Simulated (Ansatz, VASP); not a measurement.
GaN in VASP and in Ansatz

INCAR

```
SYSTEM = GaN
ALGO     = Normal         ! electronic algorithm
EDIFF    = 1E-8           ! SCF threshold, eV
ENCUT    = 520            ! plane-wave cutoff, eV
GGA      = PS             ! functional
ISIF     = 2              ! what is computed and relaxed
ISMEAR   = -1             ! smearing method
LASPH    = .TRUE.         ! aspherical terms in the spheres
LCHARG   = .FALSE.        ! write CHGCAR
LEFG     = .TRUE.       
LREAL    = .FALSE.        ! projectors in reciprocal space
LWAVE    = .FALSE.        ! write WAVECAR
NBANDS   = 16             ! bands
NELM     = 60             ! most SCF steps
PREC     = Accurate       ! precision mode
SIGMA    = 0.02           ! smearing width, eV
```

Contents of KPOINTS:

```
k-points
0
G
  13 13 13
  0 0 0
```

POSCAR

```
GaN
1.0
    0.0000000000      1.9925000000      2.0323500000
    1.9925000000      0.0000000000      2.0323500000
    1.9925000000      1.9925000000      0.0000000000
Ga N
1 1
Direct
    0.5000000000      0.5000000000      0.5000000000
    0.0000000000      0.0000000000      0.0000000000
```

Input for Ansatz:

```yaml
crystal:
  lattice:
    - [0.0, 1.9925, 2.03235]
    - [1.9925, 0.0, 2.03235]
    - [1.9925, 1.9925, 0.0]
  atoms:
    - { symbol: Ga, position: [0.5, 0.5, 0.5] }
    - { symbol: "N", position: [0.0, 0.0, 0.0] }
kpoints:
  mp_grid: { grid: [13, 13, 13] }
scf:
  occupations: { method: fermi_dirac, width: 0.02 }
hamiltonian:
  xc: pbesol
  pseudopotentials: { kind: all_electron, datasets: crystal }
output:
  forces: true
  stress: true
  eigenvalues: true
  efg: { contact_densities: true }
```

Change from the starting cell: zz strain of +2 %, crystal datasets.

Alike in both runs: task electric field gradients; functional PBEsol; k mesh 13 × 13 × 13; occupations fermi-dirac, width 0.02 eV; no spin polarisation.

```csv
,VASP,Ansatz
version,VASP 6.6.1,Ansatz 0.2.0
potentials or method,"VASP PAW PBE potentials, release 64 (Ga_d, N), cutoff 520 eV","all-electron PAW with datasets made for the crystal, scalar-relativistic"
```

```tsv
	VASP	Ansatz	Ansatz less VASP
gap on the k mesh at the Fermi level (eV)	1.54	1.56	+0.013
pressure (GPa)	50.7	50.0	-0.63
traceless stress, the component that is largest in VASP (GPa)	-5.90	-5.99	-0.092
size of Vzz on the site where it differs most (V/Å²)	19.6	20.0	+0.40
```

VASP's potentials were made for PBE, not for PBEsol. Both programs put the cell under a high pressure, so it lies far from rest at this level. Ansatz ran all-electron here, and VASP with PAW potentials.
